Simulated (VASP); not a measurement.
# CsPbI2Br (P4/mmm) in VASP: single point with PBE

Aim: the single point of CsPbI2Br with PBE.

Everything below comes from runs of VASP 6.6.1. Logs are shortened: lines on timing, memory, paths and dates and some standing lists are left out, and cuts for length are marked.

## Step 1: The cell of the first run

It takes space group P4/mmm (No. 123, tetragonal). The conventional cell has a = 6.375 Å, b = 6.375 Å, c = 5.962 Å, α = 90.00°, β = 90.00°, γ = 90.00°. Cs (site symmetry 4/mmm) has 8 I at 4.36 Å and 4 Br at 4.51 Å and 8 Pb at 5.40 Å within 5.7 Å. Pb (site symmetry 4/mmm) has 2 Br at 2.98 Å and 4 I at 3.19 Å within 3.9 Å. I (site symmetry mmm) has 2 Pb at 3.19 Å and 4 Cs at 4.36 Å and 4 Br at 4.36 Å and 4 I at 4.51 Å within 4.6 Å. Br (site symmetry 4/mmm) has 2 Pb at 2.98 Å within 3.9 Å.

## Step 2: Single point, PBE

INCAR

```
PREC = Accurate
ENCUT = 520
EDIFF = 1E-6
ISMEAR = 0
SIGMA = 0.05
LREAL = F
LASPH = T
NELM = 60
ALGO = Normal
ISIF = 2
LWAVE = F
LCHARG = F
GGA = PE
NBANDS = 30
```

KPOINTS

```
regular mesh
0
Gamma
  4 4 6
```

POSCAR

```
CsPbI2Br
1.0
    6.3752960000      0.0000000000      0.0000000000
    0.0000000000      6.3752960000      0.0000000000
    0.0000000000      0.0000000000      5.9622200000
Cs Pb I Br
1 1 2 1
Direct
    0.5000000000      0.5000000000      0.5000000000
    0.0000000000      0.0000000000      0.0000000000
    0.0000000000      0.5000000000      0.0000000000
    0.5000000000      0.0000000000      0.0000000000
    0.0000000000      0.0000000000      0.5000000000
```

Potentials or basis: VASP PAW PBE potentials, release 64 (Cs_sv, Pb_d, I, Br).

Launch:

```bash
cat potpaw_PBE.64/Cs_sv/POTCAR potpaw_PBE.64/Pb_d/POTCAR potpaw_PBE.64/I/POTCAR potpaw_PBE.64/Br/POTCAR > POTCAR
mpirun -np 1 vasp_std > vasp.out
```

OUTCAR:

```text
PREC = Accurate
   ENCUT = 520
   EDIFF = 1E-6
   ISMEAR = 0
   LREAL = F
   LASPH = T
   NELM = 60
   ISIF = 2
   GGA = PE

 ion  position               nearest neighbor table
   1  0.500  0.500  0.500-
   2  0.000  0.000  0.000-   5 2.98   5 2.98   3 3.19   4 3.19   3 3.19   4 3.19
   3  0.000  0.500  0.000-   2 3.19   2 3.19
   4  0.500  0.000  0.000-   2 3.19   2 3.19
   5  0.000  0.000  0.500-   2 2.98   2 2.98

  LATTYP: Found a simple tetragonal cell.
 ALAT       =     6.3752960000
 C/A-ratio  =     0.9352067731

  Lattice vectors:

 A1 = (   6.3752960000,   0.0000000000,   0.0000000000)
 A2 = (   0.0000000000,   6.3752960000,   0.0000000000)
 A3 = (   0.0000000000,   0.0000000000,   5.9622200000)

Analysis of symmetry for initial positions (statically):
=====================================================================
 Subroutine PRICEL returns:
 Original cell was already a primitive cell.

 Routine SETGRP: Setting up the symmetry group for a
 simple tetragonal supercell.

 Subroutine GETGRP returns: Found 16 space group operations
 (whereof 16 operations were pure point group operations)
 out of a pool of 16 trial point group operations.

The static configuration has the point symmetry D_4h.

Analysis of symmetry for dynamics (positions and initial velocities):
=====================================================================
 Subroutine PRICEL returns:
 Original cell was already a primitive cell.

 Routine SETGRP: Setting up the symmetry group for a
 simple tetragonal supercell.

 Subroutine GETGRP returns: Found 16 space group operations
 (whereof 16 operations were pure point group operations)
 out of a pool of 16 trial point group operations.

The dynamic configuration has the point symmetry D_4h.

 Subroutine INISYM returns: Found 16 space group operations
 (whereof 16 operations are pure point group operations),
 and found     1 'primitive' translations

----------------------------------------------------------------------------------------

[... 90 lines left out ...]
   ICHARG =      2    charge: 1-file 2-atom 10-const
   ISPIN  =      1    spin polarized calculation?
   LNONCOLLINEAR =      F non collinear calculations
   LSORBIT =      F    spin-orbit coupling
   LASPH  =      T    aspherical Exc in radial PAW
   ENCUT  =  520.0 eV  38.22 Ry    6.18 a.u.  11.85 11.85 11.09*2*pi/ulx,y,z
   NELM   =     60;   NELMIN=  2; NELMDL= -5     # of ELM steps
   EDIFF  = 0.1E-05   stopping-criterion for ELM
   LREAL  =      F    real-space projection
   EDIFFG = 0.1E-04   stopping-criterion for IOM
   NSW    =      0    number of steps for IOM
   IBRION =     -1    ionic relax: 0-MD 1-quasi-New 2-CG
   NFREE  =      0    steps in history (QN), initial steepest desc. (CG)
   ISIF   =      2    stress and relaxation
   ISYM   =      2    0-nonsym 1-usesym 2-fastsym
   POTIM  = 0.5000    time-step for ionic-motion
   TEBEG  =    0.0;   TEEND  =   0.0 temperature during run
   PSTRESS=    0.0 pullay stress
   NELECT =      44.0000    total number of electrons
   NUPDOWN=      -1.0000    fix difference up-down
   EMIN   =  10.00;   EMAX   =-10.00  energy-range for DOS
   EFERMI =   0.00;   METHOD = LEGACY
   ISMEAR =     0;   SIGMA  =   0.05  broadening in eV -4-tet -1-fermi 0-gaus
   EFERMI_NEDOS =   21; number of points for ismear=-14 and -15
   IALGO  =     38    algorithm
   IMIX   =      4    mixing-type and parameters
     AMIX     =   0.40;   BMIX     =  1.00
     AMIX_MAG =   1.60;   BMIX_MAG =  1.00
  volume/ion in A,a.u.               =      48.47       327.07
  Fermi-wavevector in a.u.,A,eV,Ry     =   0.927021  1.751815 11.692406  0.859368
  Thomas-Fermi vector in A             =   2.053046
   LORBIT       =      0    0 simple, 1 ext, 2 COOP (PROOUT), +10 PAW based schemes
   GGA     = PE    functional components
   LHFCALC =     F    Hartree Fock is set to
   AEXX    =    0.0000 exact exchange contribution
   IVDW    =     0    specifies the selected vdW correction
   LEPSILON=     F    determine dielectric tensor
   LRPA    =     F    only Hartree local field effects (RPA)
 non-spin polarized calculation
 Gauss-broadening in eV      SIGMA  =   0.05
  energy-cutoff  :      520.00
  volume of cell :      242.33
 maximum number of plane-waves:      6558
 NGX is ok and might be reduce to    48
   NGX = 23   NGY = 23   NGZ = 23

 number of electron      43.9999998 magnetization

 Free energy of the ion-electron system (eV)
  ---------------------------------------------------
  ext. energy  EPLUGINS =         0.00000000
  ---------------------------------------------------
  free energy    TOTEN  =       -14.63492429 eV

  energy without entropy =      -14.63492429  energy(sigma->0) =      -14.63492429

 E-fermi :   1.5382     XC(G=0):  -7.3152

 val. band max:        1.2449787590   @ k =   0.5000   0.5000   0.5000
 cond. band min:       2.7115722149   @ k =   0.5000   0.5000   0.5000
 fundamental gap:      1.4665934559
 Fermi energy:         1.5382248235

 k-point     1 :       0.0000    0.0000    0.0000
  band No.  band energies     occupation
      1     -20.1262      2.00000
      2     -15.4634      2.00000
      3     -15.4457      2.00000
      4     -15.3923      2.00000
      5     -15.3742      2.00000
      6     -15.3742      2.00000
[... 781 lines left out ...]
     29       6.4007      0.00000
     30       7.2453      0.00000

------------------------ aborting loop because EDIFF is reached ----------------------------------------

  FORCE on cell =-STRESS in cart. coord.  units (eV):
  Direction    XX          YY          ZZ          XY          YZ          ZX
  --------------------------------------------------------------------------------------
  -------------------------------------------------------------------------------------
  Total        0.5575401      0.5575401      0.2759543      0.0000000      0.0000000      0.0000000
  in kB        3.6861924      3.6861924      1.8244797      0.0000000      0.0000000      0.0000000
  external PRESSURE =       3.0656215 kB  Pullay stress =       0.0000000 kB

 VOLUME and BASIS-vectors are now :
 -----------------------------------------------------------------------------
  energy-cutoff  :      520.00
  volume of cell :      242.33
      direct lattice vectors                 reciprocal lattice vectors
     6.375296000  0.000000000  0.000000000     0.156855462  0.000000000  0.000000000
     0.000000000  6.375296000  0.000000000     0.000000000  0.156855462  0.000000000
     0.000000000  0.000000000  5.962220000     0.000000000  0.000000000  0.167722761

 POSITION                                       TOTAL-FORCE (eV/Angst)
 -----------------------------------------------------------------------------------
      3.18765      3.18765      2.98111         0.000000      0.000000      0.000000
      0.00000      0.00000      0.00000         0.000000      0.000000      0.000000
      0.00000      3.18765      0.00000         0.000000      0.000000      0.000000
      3.18765      0.00000      0.00000         0.000000      0.000000      0.000000
      0.00000      0.00000      2.98111         0.000000      0.000000      0.000000
 -----------------------------------------------------------------------------------
    total drift:                                0.000000     -0.000000      0.000000

  FREE ENERGIE OF THE ION-ELECTRON SYSTEM (eV)
  ---------------------------------------------------
  free  energy   TOTEN  =       -14.6349242891 eV

  energy  without entropy=      -14.6349242891  energy(sigma->0) =      -14.63492429
```

OSZICAR:

```text
N       E                     dE             d eps       ncg     rms          rms(c)
DAV:   1     0.367286474204E+03    0.36729E+03   -0.17432E+04  1440   0.123E+03
DAV:   2     0.274369882126E+02   -0.33985E+03   -0.32783E+03  1778   0.283E+02
DAV:   3    -0.135379262076E+02   -0.40975E+02   -0.40742E+02  1782   0.108E+02
DAV:   4    -0.150865849333E+02   -0.15487E+01   -0.15462E+01  1972   0.277E+01
DAV:   5    -0.151319352810E+02   -0.45350E-01   -0.45338E-01  1848   0.361E+00    0.361E+00
DAV:   6    -0.146744365389E+02    0.45750E+00   -0.67014E-01  2186   0.645E+00    0.231E+00
DAV:   7    -0.146274555231E+02    0.46981E-01   -0.44741E-01  2060   0.317E+00    0.114E+00
DAV:   8    -0.146361499765E+02   -0.86945E-02   -0.64271E-02  1792   0.185E+00    0.233E-01
DAV:   9    -0.146344671263E+02    0.16829E-02   -0.64178E-03  2008   0.635E-01    0.108E-01
DAV:  10    -0.146348182189E+02   -0.35109E-03   -0.19900E-03  1810   0.201E-01    0.657E-02
DAV:  11    -0.146349209142E+02   -0.10270E-03   -0.33186E-04  1878   0.106E-01    0.187E-02
DAV:  12    -0.146349267851E+02   -0.58709E-05   -0.42632E-05  1792   0.339E-02    0.122E-02
DAV:  13    -0.146349242439E+02    0.25412E-05   -0.29683E-05  2010   0.382E-02    0.606E-03
DAV:  14    -0.146349242891E+02   -0.45158E-07   -0.40050E-06  1654   0.906E-03
   1 F= -.14634924E+02 E0= -.14634924E+02  d E =-.338505E-18
```

Wall time 4.3 min (1 thread of Intel Xeon 8259CL, shared host); peak memory 0.45 GiB.

What came out:

```
Free energy            : -14.6349 eV
Pressure               : 0.3 GPa
Band gap on the k mesh : 1.47 eV
```

Stress tensor (GPa, compression positive):
```
0.37 0.00 0.00
0.00 0.37 0.00
0.00 0.00 0.18
```

Caveat: spin-orbit coupling is left out, which moves the levels of the heavy elements.
